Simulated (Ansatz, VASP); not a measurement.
# Two plane-wave programs on KI

The input INCAR:

```
SYSTEM = KI
PREC     = Accurate       ! precision mode
ENCUT    = 520            ! plane-wave cutoff, eV
EDIFF    = 1E-6           ! SCF threshold, eV
ISMEAR   = 0              ! smearing method
SIGMA    = 0.01           ! smearing width, eV
LREAL    = .FALSE.        ! projectors in reciprocal space
LASPH    = .TRUE.         ! aspherical terms in the spheres
NELM     = 60             ! most SCF steps
ALGO     = Normal         ! electronic algorithm
ISIF     = 2              ! what is computed and relaxed
LWAVE    = .FALSE.        ! write WAVECAR
LCHARG   = .FALSE.        ! write CHGCAR
GGA      = PE             ! functional
NBANDS   = 15             ! bands
```

KPOINTS

```
regular mesh
0
G
  4 4 4
  0 0 0
```

File POSCAR:

```
KI
1.0
    4.2909401558      0.0000000000      0.0000000000
    0.0000000000      4.2909401558      0.0000000000
    0.0000000000      0.0000000000      4.2909401558
K I
1 1
Direct
    0.0000000000      0.0000000000      0.0000000000
    0.5000000000      0.5000000000      0.5000000000
```

Input for Ansatz:

```yaml
crystal:
  lattice:
    - [4.2909401558, 0.0, 0.0]
    - [0.0, 4.2909401558, 0.0]
    - [0.0, 0.0, 4.2909401558]
  atoms:
    - { symbol: K, position: [0.0, 0.0, 0.0] }
    - { symbol: I, position: [0.5, 0.5, 0.5] }
kpoints:
  mp_grid: { grid: [4, 4, 4] }
hamiltonian:
  xc: pbe
scf:
  occupations: { method: fixed }
output:
  optics:
    e_range: [0, 17]
    de: 0.05
    sigma: 0.1
    bands: { spectra_wanted_up_to: 17 }
  write_density: true
  write_potential: true
  elf: true
  volumetric_format: npy
```

Alike in both runs: task single point; functional PBE; k mesh 4 × 4 × 4; no spin polarisation.

|  | VASP | Ansatz |
| --- | --- | --- |
| version | VASP 6.6.1 | Ansatz 0.2.0 |
| potentials or method | VASP PAW PBE potentials, release 64 (K_sv, I) | plane waves, PAW |
| plane-wave cutoff (eV) | 520 | 420 |
| occupations | gaussian, width 0.01 eV | fixed |
| valence electrons in the cell | 16 | 26 |

|  | VASP | Ansatz | Ansatz less VASP |
| --- | --- | --- | --- |
| gap on the k mesh at the Fermi level (eV) | 3.33 | 3.33 | +0.004 |

VASP's potentials hold 16 valence electrons a cell and Ansatz's 26, so a difference there can come from the potentials and not from the codes.

Neither program's run includes spin-orbit coupling.
